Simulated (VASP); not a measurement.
# Ga2O3 (R-3c) in VASP: single point with r2SCAN

Aim: the single point of Ga2O3 with r2SCAN.

All numbers are computed with VASP 6.6.1; they aren't measurements. Logs are shortened: lines on timing, memory, paths and dates and some standing lists are left out, and cuts for length are marked.

### 1 The cell of the first run

Symmetry: R-3c, No. 167, trigonal system. Conventional cell: a = 4.985 Å, b = 4.985 Å, c = 13.441 Å, α = 90.00°, β = 90.00°, γ = 120.00°. Ga (site symmetry 3) has 6 O at 1.93 to 2.07 Å within 2.6 Å. Within 3.1 Å of O (site symmetry 2) lie 4 Ga at 1.93 to 2.07 Å and 12 O at 2.62 to 3.01 Å.

### 2 Single point, r2SCAN

POSCAR reads:

```
Ga2O3
1.0
    2.4923293086      1.4389469972      4.4802197397
   -2.4923293086      1.4389469972      4.4802197397
    0.0000000000     -2.8778939944      4.4802197397
Ga O
4 6
Direct
    0.8554230996      0.8554230996      0.8554230996
    0.6445769004      0.6445769004      0.6445769004
    0.1445769004      0.1445769004      0.1445769004
    0.3554230996      0.3554230996      0.3554230996
    0.0536155293      0.4463844707      0.7500000000
    0.7500000000      0.0536155293      0.4463844707
    0.4463844707      0.7500000000      0.0536155293
    0.9463844707      0.5536155293      0.2500000000
    0.2500000000      0.9463844707      0.5536155293
    0.5536155293      0.2500000000      0.9463844707
```

INCAR.step1 reads:

```
SYSTEM = Ga2O3
PREC = Accurate
ENCUT = 520
ISMEAR = 0
SIGMA = 0.02
LREAL = .False.
LASPH = .True.
NELM = 100
NBANDS = 55
GGA = PE
ALGO = Normal
EDIFF = 1E-4
LWAVE = .True.
LCHARG = .False.
```

INCAR.step2 reads:

```
SYSTEM = Ga2O3
PREC = Accurate
ENCUT = 520
EDIFF = 1E-7
ISMEAR = 0
SIGMA = 0.02
LREAL = .False.
LASPH = .True.
NELM = 100
ALGO = Normal
ISIF = 2
LWAVE = .False.
LCHARG = .False.
METAGGA = R2SCAN
LMIXTAU = .True.
NBANDS = 55
ISTART = 1
```

KPOINTS reads:

```
regular mesh
0
Gamma
  6 6 6
  0 0 0
```

Potentials or basis: VASP PAW PBE potentials, release 64 (Ga_d, O).

Command:

```console
$ cat potpaw_PBE.64/Ga_d/POTCAR potpaw_PBE.64/O/POTCAR > POTCAR
$ cp INCAR.step1 INCAR
$ mpirun -np 1 vasp_std > vasp.out
$ cp INCAR.step2 INCAR
$ mpirun -np 1 vasp_std > vasp.out
```

OUTCAR:

```text
SYSTEM = Ga2O3
   PREC = Accurate
   ENCUT = 520
   EDIFF = 1E-7
   ISMEAR = 0
   LREAL = .False.
   LASPH = .True.
   NELM = 100
   ISIF = 2
   METAGGA = R2SCAN
   ISTART = 1

 ion  position               nearest neighbor table
   1  0.855  0.855  0.855-   9 1.93   8 1.93  10 1.93   7 2.07   6 2.07   5 2.07   2 2.83
   2  0.645  0.645  0.645-  10 1.93   8 1.93   9 1.93   7 2.07   6 2.07   5 2.07   1 2.83
   3  0.145  0.145  0.145-   6 1.93   5 1.93   7 1.93   9 2.07  10 2.07   8 2.07   4 2.83
   4  0.355  0.355  0.355-   7 1.93   5 1.93   6 1.93   9 2.07  10 2.07   8 2.07   3 2.83
   5  0.054  0.446  0.750-   4 1.93   3 1.93   2 2.07   1 2.07
   6  0.750  0.054  0.446-   3 1.93   4 1.93   2 2.07   1 2.07
   7  0.446  0.750  0.054-   4 1.93   3 1.93   2 2.07   1 2.07
   8  0.946  0.554  0.250-   1 1.93   2 1.93   3 2.07   4 2.07
   9  0.250  0.946  0.554-   1 1.93   2 1.93   3 2.07   4 2.07
  10  0.554  0.250  0.946-   2 1.93   1 1.93   3 2.07   4 2.07

  LATTYP: Found a trigonal (rhomboedric) cell.
 ALAT       =     5.3249077700
 COS(alpha) =     0.5618562057

  Lattice vectors:

 A1 = (   2.4923293086,   1.4389469972,   4.4802197397)
 A2 = (  -2.4923293086,   1.4389469972,   4.4802197397)
 A3 = (   0.0000000000,  -2.8778939944,   4.4802197397)

Analysis of symmetry for initial positions (statically):
=====================================================================
 Subroutine PRICEL returns:
 Original cell was already a primitive cell.

 Routine SETGRP: Setting up the symmetry group for a
 trigonal (rhombohedral) supercell.

 Subroutine GETGRP returns: Found 12 space group operations
 (whereof  6 operations were pure point group operations)
 out of a pool of 12 trial point group operations.

The static configuration has the point symmetry S_6 .
 The point group associated with its full space group is D_3d.

Analysis of symmetry for dynamics (positions and initial velocities):
=====================================================================
 Subroutine PRICEL returns:
 Original cell was already a primitive cell.

 Routine SETGRP: Setting up the symmetry group for a
 trigonal (rhombohedral) supercell.

 Subroutine GETGRP returns: Found 12 space group operations
 (whereof  6 operations were pure point group operations)
 out of a pool of 12 trial point group operations.

The dynamic configuration has the point symmetry S_6 .
 The point group associated with its full space group is D_3d.

 Subroutine INISYM returns: Found 12 space group operations
 (whereof  6 operations are pure point group operations),
 and found     1 'primitive' translations

----------------------------------------------------------------------------------------

                                     Primitive cell

  volume of cell :      96.4053

  direct lattice vectors                    reciprocal lattice vectors
     2.492329309  1.438946997  4.480219740     0.200615544  0.115825438  0.074401113
    -2.492329309  1.438946997  4.480219740    -0.200615544  0.115825438  0.074401113
     0.000000000 -2.877893994  4.480219740     0.000000000 -0.231650877  0.074401113

  length of vectors
     5.324907770  5.324907770  5.324907770     0.243305681  0.243305681  0.243305681

  position of ions in fractional coordinates (direct lattice)
     0.855423100  0.855423100  0.855423100
     0.644576900  0.644576900  0.644576900
     0.144576900  0.144576900  0.144576900
     0.355423100  0.355423100  0.355423100
     0.053615529  0.446384471  0.750000000
     0.750000000  0.053615529  0.446384471
     0.446384471  0.750000000  0.053615529
     0.946384471  0.553615529  0.250000000
     0.250000000  0.946384471  0.553615529
     0.553615529  0.250000000  0.946384471

  ion indices of the primitive-cell ions
   primitive index   ion index
                 1           1
                 2           2
                 3           3
                 4           4
                 5           5
                 6           6
                 7           7
                 8           8
                 9           9
                10          10

----------------------------------------------------------------------------------------

 KPOINTS: regular mesh

Automatic generation of k-mesh.
 Grid dimensions read from file:
 generate k-points for:    6    6    6

 Generating k-lattice:

  Cartesian coordinates                     Fractional coordinates (reciprocal lattice)
     0.033435924  0.019304240  0.012400185     0.166666667 -0.000000000  0.000000000
    -0.033435924  0.019304240  0.012400185    -0.000000000  0.166666667  0.000000000
     0.000000000 -0.038608479  0.012400185     0.000000000  0.000000000  0.166666667

  Length of vectors
     0.040550947  0.040550947  0.040550947

  Shift w.r.t. Gamma in fractional coordinates (k-lattice)
     0.000000000  0.000000000  0.000000000

 Subroutine IBZKPT returns following result:
 ===========================================

 Found     32 irreducible k-points:

 Following reciprocal coordinates:
            Coordinates               Weight
  0.000000  0.000000  0.000000      1.000000
  0.166667 -0.000000 -0.000000      6.000000
  0.333333  0.000000 -0.000000      6.000000
  0.500000 -0.000000  0.000000      3.000000
  0.166667  0.166667 -0.000000      6.000000
  0.333333  0.166667 -0.000000     12.000000
[... 16 lines left out ...]
  0.500000  0.500000  0.166667      6.000000
 -0.333333  0.500000  0.166667     12.000000
 [... further k-points ...]
   k-points           NKPTS =     32   k-points in BZ     NKDIM =     32   number of bands    NBANDS=     55
   number of dos      NEDOS =    301   number of ions     NIONS =     10
   total plane-waves  NPLWV =  64000
   dimension x,y,z NGX =    40 NGY =   40 NGZ =   40
   dimension x,y,z NGXF=    80 NGYF=   80 NGZF=   80
   ions per type =               4   6
   NGX,Y,Z   is equivalent  to a cutoff of  12.49, 12.49, 12.49 a.u.
   NGXF,Y,Z  is equivalent  to a cutoff of  24.98, 24.98, 24.98 a.u.
 SYSTEM =  Ga2O3
   PREC   = accura    normal or accurate (medium, high low for compatibility)
   ISTART =      1    job   : 0-new  1-cont  2-samecut
   ICHARG =      0    charge: 1-file 2-atom 10-const
   ISPIN  =      1    spin polarized calculation?
   LNONCOLLINEAR =      F non collinear calculations
   LSORBIT =      F    spin-orbit coupling
   LASPH  =      T    aspherical Exc in radial PAW
   ENCUT  =  520.0 eV  38.22 Ry    6.18 a.u.   9.90  9.90  9.90*2*pi/ulx,y,z
   NELM   =    100;   NELMIN=  2; NELMDL=  0     # of ELM steps
   EDIFF  = 0.1E-06   stopping-criterion for ELM
   LREAL  =      F    real-space projection
   EDIFFG = 0.1E-05   stopping-criterion for IOM
   NSW    =      0    number of steps for IOM
   IBRION =     -1    ionic relax: 0-MD 1-quasi-New 2-CG
   NFREE  =      0    steps in history (QN), initial steepest desc. (CG)
   ISIF   =      2    stress and relaxation
   ISYM   =      2    0-nonsym 1-usesym 2-fastsym
   POTIM  = 0.5000    time-step for ionic-motion
   TEBEG  =    0.0;   TEEND  =   0.0 temperature during run
   PSTRESS=    0.0 pullay stress
   NELECT =      88.0000    total number of electrons
   NUPDOWN=      -1.0000    fix difference up-down
   EMIN   =  10.00;   EMAX   =-10.00  energy-range for DOS
   EFERMI =   0.00;   METHOD = LEGACY
   ISMEAR =     0;   SIGMA  =   0.02  broadening in eV -4-tet -1-fermi 0-gaus
   EFERMI_NEDOS =   21; number of points for ismear=-14 and -15
   IALGO  =     38    algorithm
   IMIX   =      4    mixing-type and parameters
     AMIX     =   0.40;   BMIX     =  1.00
     AMIX_MAG =   1.60;   BMIX_MAG =  1.00
  volume/ion in A,a.u.               =       9.64        65.06
  Fermi-wavevector in a.u.,A,eV,Ry     =   1.588067  3.001011 34.313301  2.521956
  Thomas-Fermi vector in A             =   2.687128
   LORBIT       =      0    0 simple, 1 ext, 2 COOP (PROOUT), +10 PAW based schemes
   METAGGA = R2SCAN    functional components
   LHFCALC =     F    Hartree Fock is set to
   AEXX    =    0.0000 exact exchange contribution
   IVDW    =     0    specifies the selected vdW correction
   LEPSILON=     F    determine dielectric tensor
   LRPA    =     F    only Hartree local field effects (RPA)
 non-spin polarized calculation
 Gauss-broadening in eV      SIGMA  =   0.02
  energy-cutoff  :      520.00
  volume of cell :       96.41
 maximum number of plane-waves:      2610
   NGX = 19   NGY = 19   NGZ = 19

 number of electron      87.9999977 magnetization

 Free energy of the ion-electron system (eV)
  ---------------------------------------------------
  ext. energy  EPLUGINS =         0.00000000
  ---------------------------------------------------
  free energy    TOTEN  =      -102.32858911 eV

  energy without entropy =     -102.32858911  energy(sigma->0) =     -102.32858911

 E-fermi :   4.2163     XC(G=0): -13.1606

 val. band max:        4.1278031506   @ k =  -0.1667   0.1667   0.0000
 cond. band min:       7.6722511774   @ k =   0.0000   0.0000   0.0000
 fundamental gap:      3.5444480268
 Fermi energy:         4.2163433612

 k-point     1 :       0.0000    0.0000    0.0000
  band No.  band energies     occupation
      1     -15.7973      2.00000
      2     -13.8152      2.00000
      3     -13.8070      2.00000
      4     -13.8070      2.00000
      5     -13.7800      2.00000
      6     -13.7800      2.00000
[... 47 lines left out ...]
     54      16.2426      0.00000
     55      17.5026      0.00000

 k-point     2 :       0.1667   -0.0000   -0.0000
  band No.  band energies     occupation
      1     -15.6732      2.00000
      2     -13.9614      2.00000
      3     -13.8247      2.00000
      4     -13.8234      2.00000
      5     -13.7803      2.00000
      6     -13.7738      2.00000
[... 47 lines left out ...]
     54      16.8644      0.00000
     55      17.3008      0.00000

 k-point     3 :       0.3333    0.0000   -0.0000
  band No.  band energies     occupation
      1     -15.3260      2.00000
      2     -14.3313      2.00000
      3     -13.8602      2.00000
      4     -13.8595      2.00000
      5     -13.7828      2.00000
      6     -13.7812      2.00000
[... 1152 lines left out ...]
 k-point    23 :       0.5000    0.5000    0.1667
  band No.  band energies     occupation
      1     -14.9668      2.00000
      2     -14.4001      2.00000
      3     -14.1072      2.00000
      4     -13.9082      2.00000
      5     -13.8799      2.00000
      6     -13.7702      2.00000
[... 47 lines left out ...]
     54      17.3224      0.00000
     55      17.4555      0.00000

 k-point    24 :      -0.3333    0.5000    0.1667
  band No.  band energies     occupation
      1     -14.7768      2.00000
      2     -14.4695      2.00000
      3     -14.1757      2.00000
      4     -14.0441      2.00000
      5     -13.8157      2.00000
      6     -13.7617      2.00000
[... 47 lines left out ...]
     54      17.1614      0.00000
     55      17.4872      0.00000

 [... further k-points ...]

------------------------ aborting loop because EDIFF is reached ----------------------------------------

  FORCE on cell =-STRESS in cart. coord.  units (eV):
  Direction    XX          YY          ZZ          XY          YZ          ZX
  --------------------------------------------------------------------------------------
  -------------------------------------------------------------------------------------
  Total        1.2830393      1.2830393      0.8982364      0.0000000      0.0000000      0.0000000
  in kB       21.3230719     21.3230719     14.9279600      0.0000000      0.0000000      0.0000000
  external PRESSURE =      19.1913679 kB  Pullay stress =       0.0000000 kB

 VOLUME and BASIS-vectors are now :
 -----------------------------------------------------------------------------
  energy-cutoff  :      520.00
  volume of cell :       96.41
      direct lattice vectors                 reciprocal lattice vectors
     2.492329309  1.438946997  4.480219740     0.200615544  0.115825438  0.074401113
    -2.492329309  1.438946997  4.480219740    -0.200615544  0.115825438  0.074401113
     0.000000000 -2.877893994  4.480219740     0.000000000 -0.231650877  0.074401113

 POSITION                                       TOTAL-FORCE (eV/Angst)
 -----------------------------------------------------------------------------------
      0.00000      0.00000     11.49745         0.000000      0.000000     -0.032147
      0.00000      0.00000      8.66354         0.000000      0.000000      0.032147
      0.00000      0.00000      1.94321         0.000000      0.000000      0.032147
      0.00000      0.00000      4.77712         0.000000      0.000000     -0.032147
     -0.97891     -1.43895      5.60027        -0.039367      0.000000     -0.000000
      1.73562     -0.12829      5.60027         0.019684     -0.034093     -0.000000
     -0.75671      1.56723      5.60027         0.019684      0.034093     -0.000000
      0.97891      1.43895      7.84038         0.039367      0.000000      0.000000
     -1.73562      0.12829      7.84038        -0.019684      0.034093     -0.000000
      0.75671     -1.56723      7.84038        -0.019684     -0.034093     -0.000000
 -----------------------------------------------------------------------------------
    total drift:                               -0.000000     -0.000000      0.000000

  FREE ENERGIE OF THE ION-ELECTRON SYSTEM (eV)
  ---------------------------------------------------
  free  energy   TOTEN  =      -102.3285891101 eV

  energy  without entropy=     -102.3285891101  energy(sigma->0) =     -102.32858911
```

Wall time 13 min (1 thread of Intel Xeon Platinum 8259CL at 2.50GHz (Skylake/Cascade Lake), shared host); peak memory 0.32 GiB.

Results:

* Free energy: -102.3286 eV
* Pressure: 1.9 GPa
* Largest force: 0.039 eV/Å
* Band gap on the k mesh: 3.54 eV (least direct gap 3.81 eV)

Forces in eV/Å, atoms in the order of the input:
```
Ga   0.000  0.000 -0.032
Ga   0.000  0.000  0.032
Ga   0.000  0.000  0.032
Ga   0.000  0.000 -0.032
O   -0.039  0.000  0.000
O    0.020 -0.034  0.000
O    0.020  0.034  0.000
O    0.039  0.000  0.000
O   -0.020  0.034  0.000
O   -0.020 -0.034  0.000
```

Stress tensor (GPa, compression positive):
```
2.13 0.00 0.00
0.00 2.13 0.00
0.00 0.00 1.49
```

Levels at points of the mesh, in eV from the valence-band top:
| k point | band 42 | band 43 | band 44 | band 45 | band 46 | band 47 |
| --- | --- | --- | --- | --- | --- | --- |
| (0.00, 0.00, 0.00) | -0.31 | -0.26 | -0.26 | 3.54 | 7.50 | 7.66 |
| (0.50, 0.00, 0.00) | -1.00 | -0.16 | -0.16 | 7.22 | 7.22 | 7.54 |
| (0.50, 0.50, 0.00) | -0.70 | -0.25 | -0.14 | 7.37 | 7.56 | 8.43 |
| (0.50, 0.50, 0.50) | -0.30 | -0.30 | -0.30 | 6.64 | 6.64 | 8.72 |

Caveat: the PAW data sets were made with another functional, which shifts forces and pressure a little.
